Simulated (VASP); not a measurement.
# ZnCl4 (Im-3m) in VASP: notebook

ZnCl4 is run at these levels: PBE; tasks: single point, relaxation of cell and atoms.

All numbers are computed with VASP 6.6.1; they aren't measurements. Logs are shortened: lines on timing, memory, paths and dates and some standing lists are left out, and cuts for length are marked.

## 1. The cell of the first run

It takes space group Im-3m (No. 229, cubic). The conventional cell has a = 6.147 Å, b = 6.147 Å, c = 6.147 Å, α = 90.00°, β = 90.00°, γ = 90.00°. Zn (site symmetry m-3m) has 8 Cl at 2.66 Å within 3.5 Å. Cl (site symmetry -3m) has 2 Zn at 2.66 Å and 6 Cl at 3.07 Å within 3.5 Å.

## 2. Single point, PBE

Input file INCAR:

```
SYSTEM = ZnCl4
ALGO = Normal
EDIFF = 1E-7
ENCUT = 520
GGA = PE
ISIF = 2
ISMEAR = 0
LASPH = .True.
LCHARG = .False.
LREAL = .False.
LWAVE = .False.
NBANDS = 28
NELM = 100
PREC = Accurate
SIGMA = 0.1
```

Input file KPOINTS:

```
k-points
0
Gamma
  10 10 10
  0 0 0
```

Input file POSCAR:

```
ZnCl4
1.0
   -3.0732621867      3.0732621867      3.0732621867
    3.0732621867     -3.0732621867      3.0732621867
    3.0732621867      3.0732621867     -3.0732621867
Zn Cl
1 4
Direct
    0.0000000000      0.0000000000      0.0000000000
    0.0000000000      0.0000000000      0.5000000000
    0.0000000000      0.5000000000      0.0000000000
    0.5000000000      0.0000000000      0.0000000000
    0.5000000000      0.5000000000      0.5000000000
```

Potentials or basis: VASP PAW PBE potentials, release 64 (Zn, Cl).

Launch:

```console
$ cat potpaw_PBE.64/Zn/POTCAR potpaw_PBE.64/Cl/POTCAR > POTCAR
$ mpirun -np 1 vasp_std > vasp.out
```

OUTCAR:

```text
SYSTEM = ZnCl4
   EDIFF = 1E-7
   ENCUT = 520
   GGA = PE
   ISIF = 2
   ISMEAR = 0
   LASPH = .True.
   LREAL = .False.
   NELM = 100
   PREC = Accurate

 ion  position               nearest neighbor table
   1  0.000  0.000  0.000-   2 2.66   3 2.66   4 2.66   5 2.66   2 2.66   3 2.66   4 2.66   5 2.66

   2  0.000  0.000  0.500-   1 2.66   1 2.66
   3  0.000  0.500  0.000-   1 2.66   1 2.66
   4  0.500  0.000  0.000-   1 2.66   1 2.66
   5  0.500  0.500  0.500-   1 2.66   1 2.66

  LATTYP: Found a body centered cubic cell.
 ALAT       =     6.1465243734

  Lattice vectors:

 A1 = (  -3.0732621867,   3.0732621867,   3.0732621867)
 A2 = (   3.0732621867,  -3.0732621867,   3.0732621867)
 A3 = (   3.0732621867,   3.0732621867,  -3.0732621867)

Analysis of symmetry for initial positions (statically):
=====================================================================
 Subroutine PRICEL returns:
 Original cell was already a primitive cell.

 Routine SETGRP: Setting up the symmetry group for a
 body centered cubic supercell.

 Subroutine GETGRP returns: Found 48 space group operations
 (whereof 48 operations were pure point group operations)
 out of a pool of 48 trial point group operations.

The static configuration has the point symmetry O_h .

Analysis of symmetry for dynamics (positions and initial velocities):
=====================================================================
 Subroutine PRICEL returns:
 Original cell was already a primitive cell.

 Routine SETGRP: Setting up the symmetry group for a
 body centered cubic supercell.

 Subroutine GETGRP returns: Found 48 space group operations
 (whereof 48 operations were pure point group operations)
 out of a pool of 48 trial point group operations.

The dynamic configuration has the point symmetry O_h .

 Subroutine INISYM returns: Found 48 space group operations
 (whereof 48 operations are pure point group operations),
 and found     1 'primitive' translations

----------------------------------------------------------------------------------------

                                     Primitive cell

  volume of cell :     116.1071

  direct lattice vectors                    reciprocal lattice vectors
[... 84 lines left out ...]
   PREC   = accura    normal or accurate (medium, high low for compatibility)
   ISTART =      0    job   : 0-new  1-cont  2-samecut
   ICHARG =      2    charge: 1-file 2-atom 10-const
   ISPIN  =      1    spin polarized calculation?
   LNONCOLLINEAR =      F non collinear calculations
   LSORBIT =      F    spin-orbit coupling
   LASPH  =      T    aspherical Exc in radial PAW
   ENCUT  =  520.0 eV  38.22 Ry    6.18 a.u.   9.90  9.90  9.90*2*pi/ulx,y,z
   NELM   =    100;   NELMIN=  2; NELMDL= -5     # of ELM steps
   EDIFF  = 0.1E-06   stopping-criterion for ELM
   LREAL  =      F    real-space projection
   EDIFFG = 0.1E-05   stopping-criterion for IOM
   NSW    =      0    number of steps for IOM
   IBRION =     -1    ionic relax: 0-MD 1-quasi-New 2-CG
   NFREE  =      0    steps in history (QN), initial steepest desc. (CG)
   ISIF   =      2    stress and relaxation
   ISYM   =      2    0-nonsym 1-usesym 2-fastsym
   POTIM  = 0.5000    time-step for ionic-motion
   TEBEG  =    0.0;   TEEND  =   0.0 temperature during run
   PSTRESS=    0.0 pullay stress
   NELECT =      40.0000    total number of electrons
   NUPDOWN=      -1.0000    fix difference up-down
   EMIN   =  10.00;   EMAX   =-10.00  energy-range for DOS
   EFERMI =   0.00;   METHOD = LEGACY
   ISMEAR =     0;   SIGMA  =   0.10  broadening in eV -4-tet -1-fermi 0-gaus
   EFERMI_NEDOS =   21; number of points for ismear=-14 and -15
   IALGO  =     38    algorithm
   IMIX   =      4    mixing-type and parameters
     AMIX     =   0.40;   BMIX     =  1.00
     AMIX_MAG =   1.60;   BMIX_MAG =  1.00
  volume/ion in A,a.u.               =      23.22       156.71
  Fermi-wavevector in a.u.,A,eV,Ry     =   1.147648  2.168739 17.920166  1.317095
  Thomas-Fermi vector in A             =   2.284326
   LORBIT       =      0    0 simple, 1 ext, 2 COOP (PROOUT), +10 PAW based schemes
   GGA     = PE    functional components
   LHFCALC =     F    Hartree Fock is set to
   AEXX    =    0.0000 exact exchange contribution
   IVDW    =     0    specifies the selected vdW correction
   LEPSILON=     F    determine dielectric tensor
   LRPA    =     F    only Hartree local field effects (RPA)
 non-spin polarized calculation
 Gauss-broadening in eV      SIGMA  =   0.10
  energy-cutoff  :      520.00
  volume of cell :      116.11
 maximum number of plane-waves:      3152
   NGX = 19   NGY = 19   NGZ = 19

 number of electron      39.9999989 magnetization

 Free energy of the ion-electron system (eV)
  ---------------------------------------------------
  ext. energy  EPLUGINS =         0.00000000
  ---------------------------------------------------
  free energy    TOTEN  =        -8.67196849 eV

  energy without entropy =       -8.63927949  energy(sigma->0) =       -8.65562399

 E-fermi :   0.6612     XC(G=0):  -8.8447

 val. band max:        0.6607100735   @ k =   0.2000   0.1000   0.1000
 cond. band min:       0.6828011355   @ k =  -0.4000   0.5000   0.3000
 fundamental gap:      0.0220910620
 Fermi energy:         0.6612206118

 k-point     1 :       0.0000    0.0000    0.0000
  band No.  band energies     occupation
      1     -14.2642      2.00000
      2     -12.7908      2.00000
      3     -12.7908      2.00000
      4     -12.7908      2.00000
      5      -5.2534      2.00000
      6      -5.2534      2.00000
[... 733 lines left out ...]
     27       9.3666      0.00000
     28      11.2342      0.00000

 [... further k-points ...]
[... 5 lines left out ...]
  --------------------------------------------------------------------------------------
  -------------------------------------------------------------------------------------
  Total       -0.0278049     -0.0278049     -0.0278049     -0.0000000     -0.0000000      0.0000000
  in kB       -0.3836841     -0.3836841     -0.3836841     -0.0000000     -0.0000000      0.0000000
  external PRESSURE =      -0.3836841 kB  Pullay stress =       0.0000000 kB

 VOLUME and BASIS-vectors are now :
 -----------------------------------------------------------------------------
  energy-cutoff  :      520.00
  volume of cell :      116.11
      direct lattice vectors                 reciprocal lattice vectors
    -3.073262187  3.073262187  3.073262187     0.000000000  0.162693571  0.162693571
     3.073262187 -3.073262187  3.073262187     0.162693571  0.000000000  0.162693571
     3.073262187  3.073262187 -3.073262187     0.162693571  0.162693571  0.000000000

 POSITION                                       TOTAL-FORCE (eV/Angst)
 -----------------------------------------------------------------------------------
      0.00000      0.00000      0.00000        -0.000000     -0.000000     -0.000000
      1.53663      1.53663     -1.53663        -0.000000     -0.000000     -0.000000
      1.53663     -1.53663      1.53663         0.000000      0.000000      0.000000
     -1.53663      1.53663      1.53663        -0.000000     -0.000000     -0.000000
      1.53663      1.53663      1.53663         0.000000      0.000000      0.000000
 -----------------------------------------------------------------------------------
    total drift:                                0.000000     -0.000000      0.000000

  FREE ENERGIE OF THE ION-ELECTRON SYSTEM (eV)
  ---------------------------------------------------
  free  energy   TOTEN  =        -8.6719684902 eV

  energy  without entropy=       -8.6392794899  energy(sigma->0) =       -8.65562399
```

OSZICAR:

```text
N       E                     dE             d eps       ncg     rms          rms(c)
DAV:   1     0.340380972669E+03    0.34038E+03   -0.18384E+04  2632   0.142E+03
DAV:   2     0.276039814623E+02   -0.31278E+03   -0.30007E+03  3128   0.324E+02
DAV:   3    -0.856507062929E+01   -0.36169E+02   -0.35656E+02  2988   0.116E+02
DAV:   4    -0.949502021294E+01   -0.92995E+00   -0.92646E+00  3328   0.206E+01
DAV:   5    -0.951095579848E+01   -0.15936E-01   -0.15932E-01  3208   0.269E+00    0.814E+00
DAV:   6    -0.877479404209E+01    0.73616E+00   -0.16422E+00  3668   0.424E+01    0.581E+00
DAV:   7    -0.868028767250E+01    0.94506E-01   -0.63868E-01  3240   0.502E+00    0.228E+00
DAV:   8    -0.867219635196E+01    0.80913E-02   -0.22349E-02  3288   0.106E+00    0.697E-01
DAV:   9    -0.867172719993E+01    0.46915E-03   -0.44849E-03  3536   0.595E-01    0.118E-01
DAV:  10    -0.867196830210E+01   -0.24110E-03   -0.13111E-03  3000   0.255E-01    0.296E-02
DAV:  11    -0.867196597524E+01    0.23269E-05   -0.35477E-05  3504   0.738E-02    0.150E-02
DAV:  12    -0.867196934709E+01   -0.33718E-05   -0.15560E-05  3376   0.255E-02    0.662E-03
DAV:  13    -0.867196851617E+01    0.83092E-06   -0.17132E-06  3256   0.117E-02    0.252E-03
DAV:  14    -0.867196849020E+01    0.25965E-07   -0.11108E-07  2232   0.461E-03
   1 F= -.86719685E+01 E0= -.86556240E+01  d E =-.326890E-01
```

stdout:

```text
POSCAR found type information on POSCAR ZnCl
 POSCAR found :  2 types and       5 ions
 scaLAPACK will be used
 LDA part: xc-table for (Slater+PW92), standard interpolation
 POSCAR, INCAR and KPOINTS ok, starting setup
 FFT: planning ... GRIDC
 FFT: planning ... GRID_SOFT
 FFT: planning ... GRID
 WAVECAR not read
 entering main loop
```

Wall time 92 s (1 thread of Intel Xeon 6975P-C (Granite Rapids), shared host); peak memory 0.3 GiB.

What came out:

```
Free energy            : -8.6720 eV
Pressure               : 0.0 GPa
Band gap on the k mesh : zero (band 20 reaches 1.08 eV, above the bottom of band 21 at -0.53 eV)
```

## 3. Relaxation of cell and atoms, PBE

Input file INCAR:

```
SYSTEM = ZnCl4
ALGO = Normal
EDIFF = 1E-6
EDIFFG = -0.01
ENCUT = 600
GGA = PE
IBRION = 2
ISIF = 3
ISMEAR = 0
LASPH = .True.
LCHARG = .False.
LREAL = .False.
LWAVE = .False.
NELM = 100
NSW = 100
PREC = Accurate
SIGMA = 0.1
```

KPOINTS is that of step 2.

POSCAR is that of step 2.

Potentials or basis: VASP PAW PBE potentials, release 64 (Zn, Cl).

Launch:

```console
$ cat potpaw_PBE.64/Zn/POTCAR potpaw_PBE.64/Cl/POTCAR > POTCAR
$ mpirun -np 1 vasp_std > vasp.out
```

Run time: 2 min. Hardware: 1 thread of Intel Xeon 6975P-C (Granite Rapids), shared host; peak memory 0.39 GiB.

It converged, with:

| Item | Value |
| --- | --- |
| Free energy | -8.6727 eV |
| Pressure after relaxing | 0.0 GPa |
| Band gap on the k mesh | zero (band 20 reaches 1.08 eV, above the bottom of band 21 at -0.53 eV) |

Final structure:
```
CELL_PARAMETERS angstrom
-3.07326 3.07326 3.07326
3.07326 -3.07326 3.07326
3.07326 3.07326 -3.07326
ATOMIC_POSITIONS crystal
Zn 0.00000 0.00000 0.00000
Cl 0.00000 0.00000 0.50000
Cl 0.00000 0.50000 0.00000
Cl 0.50000 0.00000 0.00000
Cl 0.50000 0.50000 0.50000
```

Levels at points of the mesh, in eV from the Fermi level:
```csv
k point,band 17,band 18,band 19,band 20,band 21,band 22,band 23,band 24
"(0.00, 0.00, 0.00)",-0.42,-0.42,-0.02,0.04,0.61,0.61,6.87,6.87
"(0.50, 0.00, 0.00)",-1.42,-1.32,-1.23,0.03,0.09,3.35,6.35,8.54
"(0.50, 0.50, 0.50)",-0.03,-0.03,0.23,0.23,0.23,5.51,5.67,5.67
```

Caveat: the relaxation stopped at its first step, so nothing moved.

## 4. Single point, PBE

Input file INCAR:

```
SYSTEM = ZnCl4
PREC = Accurate
ENCUT = 520
EDIFF = 1E-6
ISMEAR = 0
SIGMA = 0.1
LREAL = .FALSE.
LASPH = .TRUE.
NELM = 100
ALGO = Normal
ISIF = 2
LWAVE = .FALSE.
LCHARG = .TRUE.
GGA = PE
LELF = .TRUE.
LVHAR = .TRUE.
NBANDS = 28
```

Input file KPOINTS:

```
regular mesh
0
G
  8 8 8
  0 0 0
```

POSCAR is that of step 3.

Launch:

```console
$ cat potpaw_PBE.64/Zn/POTCAR potpaw_PBE.64/Cl/POTCAR > POTCAR
$ mpirun -np 1 vasp_std > vasp.out
```

Wall time 56 s (1 thread of Intel Xeon 6975P-C (Granite Rapids), shared host); peak memory 0.27 GiB.

Results (log left out):

```
Free energy            : -8.6719 eV
Pressure               : -0.1 GPa
Band gap on the k mesh : zero (band 20 reaches 1.11 eV, above the bottom of band 21 at -0.86 eV)
```

Levels at points of the mesh, in eV from the Fermi level:
```tsv
k point	band 16	band 17	band 18	band 19	band 20	band 21	band 22	band 23	band 24	band 25
(0.00, 0.00, 0.00)	-0.42	-0.42	-0.42	-0.01	0.04	0.61	0.61	6.87	6.87	7.33
(0.50, 0.00, 0.00)	-1.78	-1.42	-1.32	-1.23	0.03	0.09	3.35	6.35	8.50	8.54
(0.50, 0.50, 0.50)	-0.03	-0.03	-0.03	0.23	0.23	0.23	5.51	5.67	5.67	5.67
```

## 5. The runs side by side

| task | cell | k mesh | cutoff (eV) | gap on the mesh (eV) | pressure (GPa) |
| --- | --- | --- | --- | --- | --- |
| single point | as given | 10 × 10 × 10 | 520 | none | 0.0 |
| relaxation of cell and atoms | relaxed | 10 × 10 × 10 | 600 | none | 0.0 |
| single point | as given | 8 × 8 × 8 | 520 | none | -0.1 |

Alike in all rows: level PBE; potentials or basis VASP PAW PBE potentials, release 64 (Zn, Cl); no spin polarisation; smearing gaussian 0.1 eV.

Caveats: the relaxation stopped at its first step, so nothing moved (some runs).

Total energies depend on the potentials used, so only differences within one code and one set of settings carry meaning.
